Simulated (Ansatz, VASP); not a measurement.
## Sn: VASP beside Ansatz

```
Sn
1.0
     2.99921    0.00000    0.00000
     0.00000    2.99921    0.00000
     0.00000    0.00000    2.99921
Sn
1
Direct
  0.00000 0.00000 0.00000
```

Alike in both runs: task single point; functional PBE; k mesh 17 × 17 × 17; occupations fermi-dirac, width 0.1 eV; no spin polarisation.

|  | VASP | Ansatz |
| --- | --- | --- |
| version | VASP 6.6.1 | Ansatz 0.2.0 |
| potentials or method | VASP PAW PBE potentials, release 64 (Sn_d), cutoff 520 eV | plane waves (420 eV) with PAW, scalar-relativistic |
| valence electrons in the cell | 14 | 14 |

|  | VASP | Ansatz | Ansatz less VASP |
| --- | --- | --- | --- |
| pressure (GPa) | 5.1 | 5.1 | +0.05 |
